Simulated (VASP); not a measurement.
# SiO2 in VASP: single point with PBEsol

Aim: the single point of SiO2 with PBEsol.

Everything below comes from runs of VASP 6.6.1. Logs are shortened: lines on timing, memory, paths and dates and some standing lists are left out, and cuts for length are marked.

## 1. The cell of the first run

The cell holds a slab with vacuum, 30 atoms: a = 5.027 Å, b = 7.006 Å, c = 26.541 Å, α = 90.00°, β = 90.00°, γ = 90.00°.

## 2. Single point, PBEsol

The input, INCAR:

```
SYSTEM = SiO2
  PREC = Accurate
  ENCUT = 520
  EDIFF = 1E-6
  ISMEAR = 0
  SIGMA = 0.05
  LREAL = Auto
  LASPH = .TRUE.
  NELM = 60
  ALGO = Normal
  ISIF = 2
  LWAVE = .FALSE.
  LCHARG = .FALSE.
  LDIPOL = .TRUE.
  IDIPOL = 3
  DIPOL = 0.5 0.5 0.500
  GGA = PS
  NBANDS = 101
```

The input, KPOINTS:

```
Automatic mesh
0
G
  5 4 1
  0 0 0
```

The input, POSCAR:

```
SiO2
1.0
    5.0268851628      0.0000000000      0.0000000000
    0.0000000000      7.0056413580      0.0000000000
    0.0000000000      0.0000000000     26.5410627227
O Si
20 10
Direct
    0.7926412270      0.2169431305      0.2981027852
    0.8939038722      0.8315089227      0.3206900568
    0.4098248803      0.9391926103      0.3161921113
    0.2751318873      0.5698606864      0.3396445366
    0.7112300238      0.0560226351      0.3899074210
    0.5926874446      0.4281393564      0.4109082826
    0.0916790937      0.3195649562      0.4092802808
    0.2181821623      0.6894060211      0.4288156305
    0.7748900847      0.1898591034      0.4799773308
    0.9052340006      0.8238595430      0.5007041464
    0.4052339613      0.9261414213      0.4992961698
    0.2748902330      0.5601415306      0.5200227066
    0.7181819084      0.0605961914      0.5711843144
    0.5916781203      0.4304368444      0.5907202486
    0.0926864281      0.3218626758      0.5890918138
    0.2112289887      0.6939798793      0.6100926765
    0.7751313486      0.1801376657      0.6603551924
    0.9098274864      0.8108071905      0.6838084001
    0.3939074126      0.9184873874      0.6793103104
    0.2926396526      0.5330521797      0.7018961572
    0.1958945913      0.7838415681      0.3269102381
    0.7124684834      0.0370795204      0.3269917384
    0.2933393870      0.4923792536      0.3983426913
    0.7896017566      0.2475692707      0.4203245770
    0.2034932837      0.7510363814      0.4884263979
    0.7034933123     -0.0010351925      0.5115737261
    0.2896011352      0.5024323759      0.5796756193
    0.7933386345      0.2576221567      0.6016572717
    0.2124693125      0.7129187087      0.6730083842
    0.6958964263     -0.0338439740      0.6730887843
```

Potentials or basis: VASP PAW PBE potentials, release 64 (O, Si).

Run with:

```
$ cat potpaw_PBE.64/O/POTCAR potpaw_PBE.64/Si/POTCAR > POTCAR
$ mpirun -np 1 vasp_std > vasp.out
```

OUTCAR:

```text
SYSTEM = SiO2
   PREC = Accurate
   ENCUT = 520
   EDIFF = 1E-6
   ISMEAR = 0
   LREAL = Auto
   LASPH = .TRUE.
   NELM = 60
   ISIF = 2
   GGA = PS

 ion  position               nearest neighbor table
   1  0.793  0.217  0.298-  22 1.53
   2  0.894  0.832  0.321-  21 1.56  22 1.71
   3  0.410  0.939  0.316-  21 1.56  22 1.69
   4  0.275  0.570  0.340-  21 1.59  23 1.65
   5  0.711  0.056  0.390-  24 1.61  22 1.68
   6  0.593  0.428  0.411-  23 1.61  24 1.63
   7  0.092  0.320  0.409-  23 1.61  24 1.63
[... 10 lines left out ...]
  18  0.910  0.811  0.684-  30 1.56  29 1.69
  19  0.394  0.918  0.679-  30 1.56  29 1.71
  20  0.293  0.533  0.702-  29 1.53
  21  0.196  0.784  0.327-   3 1.56   2 1.56   4 1.59  23 2.83  22 3.01  22 3.14
  22  0.712  0.037  0.327-   1 1.53   5 1.68   3 1.69   2 1.71  24 2.91  21 3.01  21 3.14
  23  0.293  0.492  0.398-   7 1.61   6 1.61   8 1.64   4 1.65  21 2.83  25 3.03  24 3.08  24 3.11

  24  0.790  0.248  0.420-   5 1.61   6 1.63   7 1.63   9 1.64  22 2.91  26 3.01  23 3.08  23 3.11

  25  0.203  0.751  0.488-  10 1.62  11 1.62  12 1.62   8 1.64  27 3.01  23 3.03  26 3.12  26 3.12

  26  0.703  0.999  0.512-  11 1.62  10 1.62   9 1.62  13 1.64  24 3.01  28 3.03  25 3.12  25 3.12

  27  0.290  0.502  0.580-  16 1.61  15 1.63  14 1.63  12 1.64  29 2.91  25 3.01  28 3.08  28 3.11

  28  0.793  0.258  0.602-  14 1.61  15 1.61  13 1.64  17 1.65  30 2.83  26 3.03  27 3.08  27 3.11

  29  0.212  0.713  0.673-  20 1.53  16 1.68  18 1.69  19 1.71  27 2.91  30 3.01  30 3.14
  30  0.696  0.966  0.673-  18 1.56  19 1.56  17 1.59  28 2.83  29 3.01  29 3.14

  LATTYP: Found a simple orthorhombic cell.
 ALAT       =     5.0268851628
 B/A-ratio  =     1.3936346527
 C/A-ratio  =     5.2798227656

  Lattice vectors:

 A1 = (   5.0268851628,   0.0000000000,   0.0000000000)
 A2 = (   0.0000000000,   7.0056413580,   0.0000000000)
 A3 = (   0.0000000000,   0.0000000000,  26.5410627227)

Analysis of symmetry for initial positions (statically):
=====================================================================
 Subroutine PRICEL returns:
 Original cell was already a primitive cell.

 Routine SETGRP: Setting up the symmetry group for a
 simple orthorhombic supercell.

 Subroutine GETGRP returns: Found  2 space group operations
 (whereof  1 operations were pure point group operations)
 out of a pool of  8 trial point group operations.

The static configuration has the point symmetry C_1 .
 The point group associated with its full space group is C_2 .

Analysis of symmetry for dynamics (positions and initial velocities):
=====================================================================
 Subroutine PRICEL returns:
 Original cell was already a primitive cell.

 Routine SETGRP: Setting up the symmetry group for a
 simple orthorhombic supercell.

 Subroutine GETGRP returns: Found  2 space group operations
 (whereof  1 operations were pure point group operations)
 out of a pool of  8 trial point group operations.

The dynamic configuration has the point symmetry C_1 .
 The point group associated with its full space group is C_2 .

 Subroutine INISYM returns: Found  2 space group operations
 (whereof  1 operations are pure point group operations),
 and found     1 'primitive' translations

----------------------------------------------------------------------------------------

                                     Primitive cell

  volume of cell :     934.6848

  direct lattice vectors                    reciprocal lattice vectors
     5.026885163  0.000000000  0.000000000     0.198930345  0.000000000  0.000000000
     0.000000000  7.005641358  0.000000000     0.000000000  0.142742106  0.000000000
     0.000000000  0.000000000 26.541062723     0.000000000  0.000000000  0.037677466

  length of vectors
     5.026885163  7.005641358 26.541062723     0.198930345  0.142742106  0.037677466

  position of ions in fractional coordinates (direct lattice)
     0.792641227  0.216943130  0.298102785
     0.893903872  0.831508923  0.320690057
     0.409824880  0.939192610  0.316192111
     0.275131887  0.569860686  0.339644537
     0.711230024  0.056022635  0.389907421
     0.592687445  0.428139356  0.410908283
[... 22 lines left out ...]
     0.212469312  0.712918709  0.673008384
     0.695896426  0.966156026  0.673088784

  ion indices of the primitive-cell ions
   primitive index   ion index
                 1           1
                 2           2
                 3           3
                 4           4
                 5           5
                 6           6
[... 22 lines left out ...]
                29          29
                30          30

----------------------------------------------------------------------------------------

 KPOINTS: Automatic mesh

Automatic generation of k-mesh.
 Grid dimensions read from file:
 generate k-points for:    5    4    1

 Generating k-lattice:

  Cartesian coordinates                     Fractional coordinates (reciprocal lattice)
     0.039786069  0.000000000  0.000000000     0.200000000  0.000000000  0.000000000
     0.000000000  0.035685526  0.000000000     0.000000000  0.250000000  0.000000000
     0.000000000  0.000000000  0.037677466     0.000000000  0.000000000  1.000000000

  Length of vectors
     0.039786069  0.035685526  0.037677466

  Shift w.r.t. Gamma in fractional coordinates (k-lattice)
     0.000000000  0.000000000  0.000000000

 Subroutine IBZKPT returns following result:
 ===========================================

 Found      9 irreducible k-points:

 Following reciprocal coordinates:
            Coordinates               Weight
  0.000000  0.000000  0.000000      1.000000
  0.200000  0.000000  0.000000      2.000000
  0.400000  0.000000  0.000000      2.000000
  0.000000  0.250000  0.000000      2.000000
  0.200000  0.250000  0.000000      4.000000
  0.400000  0.250000  0.000000      4.000000
  0.000000  0.500000  0.000000      1.000000
  0.200000  0.500000  0.000000      2.000000
  0.400000  0.500000  0.000000      2.000000
   k-points           NKPTS =      9   k-points in BZ     NKDIM =      9   number of bands    NBANDS=    101
   number of dos      NEDOS =    301   number of ions     NIONS =     30
   total plane-waves  NPLWV = 432000
   dimension x,y,z NGX =    40 NGY =   54 NGZ =  200
   dimension x,y,z NGXF=    80 NGYF=  108 NGZF=  400
   ions per type =              20  10
   NGX,Y,Z   is equivalent  to a cutoff of  13.23, 12.81, 12.53 a.u.
   NGXF,Y,Z  is equivalent  to a cutoff of  26.46, 25.63, 25.05 a.u.
 SYSTEM =  SiO2
   PREC   = accura    normal or accurate (medium, high low for compatibility)
   ISTART =      0    job   : 0-new  1-cont  2-samecut
   ICHARG =      2    charge: 1-file 2-atom 10-const
   ISPIN  =      1    spin polarized calculation?
   LNONCOLLINEAR =      F non collinear calculations
   LSORBIT =      F    spin-orbit coupling
   LASPH  =      T    aspherical Exc in radial PAW
   ENCUT  =  520.0 eV  38.22 Ry    6.18 a.u.   9.35 13.03 49.35*2*pi/ulx,y,z
   NELM   =     60;   NELMIN=  2; NELMDL= -5     # of ELM steps
   EDIFF  = 0.1E-05   stopping-criterion for ELM
   LREAL  =      T    real-space projection
   EDIFFG = 0.1E-04   stopping-criterion for IOM
   NSW    =      0    number of steps for IOM
   IBRION =     -1    ionic relax: 0-MD 1-quasi-New 2-CG
   NFREE  =      0    steps in history (QN), initial steepest desc. (CG)
   ISIF   =      2    stress and relaxation
   ISYM   =      2    0-nonsym 1-usesym 2-fastsym
   POTIM  = 0.5000    time-step for ionic-motion
   TEBEG  =    0.0;   TEEND  =   0.0 temperature during run
   PSTRESS=    0.0 pullay stress
   NELECT =     160.0000    total number of electrons
   NUPDOWN=      -1.0000    fix difference up-down
   EMIN   =  10.00;   EMAX   =-10.00  energy-range for DOS
   EFERMI =   0.00;   METHOD = LEGACY
   ISMEAR =     0;   SIGMA  =   0.05  broadening in eV -4-tet -1-fermi 0-gaus
   EFERMI_NEDOS =   21; number of points for ismear=-14 and -15
   IALGO  =     38    algorithm
   IMIX   =      4    mixing-type and parameters
     AMIX     =   0.40;   BMIX     =  1.00
     AMIX_MAG =   1.60;   BMIX_MAG =  1.00
  volume/ion in A,a.u.               =      31.16       210.25
  Fermi-wavevector in a.u.,A,eV,Ry     =   0.908991  1.717745 11.242022  0.826265
  Thomas-Fermi vector in A             =   2.032983
   LORBIT       =      0    0 simple, 1 ext, 2 COOP (PROOUT), +10 PAW based schemes
   GGA     = PS    functional components
   LHFCALC =     F    Hartree Fock is set to
   AEXX    =    0.0000 exact exchange contribution
   IVDW    =     0    specifies the selected vdW correction
   LEPSILON=     F    determine dielectric tensor
   LRPA    =     F    only Hartree local field effects (RPA)
 non-spin polarized calculation
 Gauss-broadening in eV      SIGMA  =   0.05
  energy-cutoff  :      520.00
  volume of cell :      934.68
 maximum number of plane-waves:     25254
 NGX is ok and might be reduce to    40
   NGX = 19   NGY = 27   NGZ = 99

 number of electron     159.9999979 magnetization

 dipolmoment           0.000000      0.000000      0.000226 electrons x Angstroem

 Free energy of the ion-electron system (eV)
  ---------------------------------------------------
  ext. energy  EPLUGINS =         0.00000000
  ---------------------------------------------------
  free energy    TOTEN  =      -237.67119664 eV

  energy without entropy =     -237.67119664  energy(sigma->0) =     -237.67119664

 E-fermi :  -2.5227     XC(G=0):  -4.3396

 val. band max:       -2.7850691739   @ k =   0.4000   0.5000   0.0000
 cond. band min:      -0.2104338718   @ k =   0.0000   0.0000   0.0000
 fundamental gap:      2.5746353022
 Fermi energy:        -2.5226778869

 k-point     1 :       0.0000    0.0000    0.0000
  band No.  band energies     occupation
      1     -24.4769      2.00000
      2     -24.3148      2.00000
      3     -23.9721      2.00000
      4     -23.6768      2.00000
      5     -23.5724      2.00000
      6     -23.5324      2.00000
[... 844 lines left out ...]
     91       4.0620      0.00000
     92       4.1353      0.00000
 [bands above 92 left out]

------------------------ aborting loop because EDIFF is reached ----------------------------------------

 vacuum level on the upper side and lower side of the slab       (xc-potential included)        -0.101        -0.102

  FORCE on cell =-STRESS in cart. coord.  units (eV):
  Direction    XX          YY          ZZ          XY          YZ          ZX
  --------------------------------------------------------------------------------------
  -------------------------------------------------------------------------------------
  Total        3.0122322      0.5846218      0.9462373      0.0000000     -0.3986949      0.0000000
  in kB        5.1633773      1.0021215      1.6219799      0.0000000     -0.6834176      0.0000000
  external PRESSURE =       2.5958262 kB  Pullay stress =       0.0000000 kB

 VOLUME and BASIS-vectors are now :
 -----------------------------------------------------------------------------
  energy-cutoff  :      520.00
  volume of cell :      934.68
      direct lattice vectors                 reciprocal lattice vectors
     5.026885163  0.000000000  0.000000000     0.198930345  0.000000000  0.000000000
     0.000000000  7.005641358  0.000000000     0.000000000  0.142742106  0.000000000
     0.000000000  0.000000000 26.541062723     0.000000000  0.000000000  0.037677466

 POSITION                                       TOTAL-FORCE (eV/Angst)
 -----------------------------------------------------------------------------------
      3.98452      1.51983      7.91196         0.074782      0.207700     -0.117640
      4.49355      5.82525      8.51145        -0.107898      0.032398     -0.002158
      2.06014      6.57965      8.39207         0.083761      0.067590      0.005471
      1.38306      3.99224      9.01453         0.027271     -0.089196     -0.001327
      3.57527      0.39247     10.34856        -0.020839     -0.069323     -0.001739
      2.97937      2.99939     10.90594         0.024351      0.003002      0.011534
[... 22 lines left out ...]
      1.06806      4.99445     17.86236        -0.092431      0.194496     -0.030600
      3.49819      6.76854     17.86449        -0.004886      0.012335      0.040097
 -----------------------------------------------------------------------------------
    total drift:                                0.025449     -0.146291      0.041818

  FREE ENERGIE OF THE ION-ELECTRON SYSTEM (eV)
  ---------------------------------------------------
  free  energy   TOTEN  =      -237.6711966450 eV

  energy  without entropy=     -237.6711966450  energy(sigma->0) =     -237.67119664

 vacuum level on the upper side and lower side of the slab         4.020         4.019
```

Run time: 44 min. Hardware: 1 thread of Oxide Virtual Turin-like, shared host; peak memory 1.1 GiB.

Results:

* Free energy: -237.6712 eV
* Largest force: 0.250 eV/Å
* Band gap on the k mesh: 2.57 eV (least direct gap 2.58 eV)

Forces in eV/Å, atoms in the order of the input:
```
O    0.075  0.208 -0.118
O   -0.108  0.032 -0.002
O    0.084  0.068  0.005
O    0.027 -0.089 -0.001
O   -0.021 -0.069 -0.002
O    0.024  0.003  0.012
O   -0.008 -0.016  0.008
O   -0.002  0.027 -0.031
O    0.008  0.027  0.016
O   -0.018 -0.012  0.007
O   -0.018  0.012 -0.007
O    0.008 -0.027 -0.016
O   -0.002 -0.027  0.031
O   -0.008  0.016 -0.008
O    0.024 -0.003 -0.012
O   -0.021  0.069  0.002
O    0.027  0.089  0.001
O    0.084 -0.068 -0.005
O   -0.108 -0.032  0.002
O    0.075 -0.208  0.118
Si  -0.005 -0.012 -0.040
Si  -0.092 -0.194  0.031
Si   0.010 -0.004 -0.050
Si   0.041  0.047  0.029
Si  -0.015  0.015 -0.023
Si  -0.015 -0.015  0.023
Si   0.041 -0.047 -0.029
Si   0.010  0.004  0.050
Si  -0.092  0.194 -0.031
Si  -0.005  0.012  0.040
```

Levels at points of the mesh, in eV from the valence-band top:
```tsv
k point	band 78	band 79	band 80	band 81	band 82	band 83
(0.00, 0.00, 0.00)	-0.04	-0.01	-0.01	2.57	2.77	3.74
(0.00, 0.50, 0.00)	-0.05	-0.03	-0.02	2.99	3.01	3.77
```

Caveat: the PAW data sets were made with another functional, which shifts forces and pressure a little.
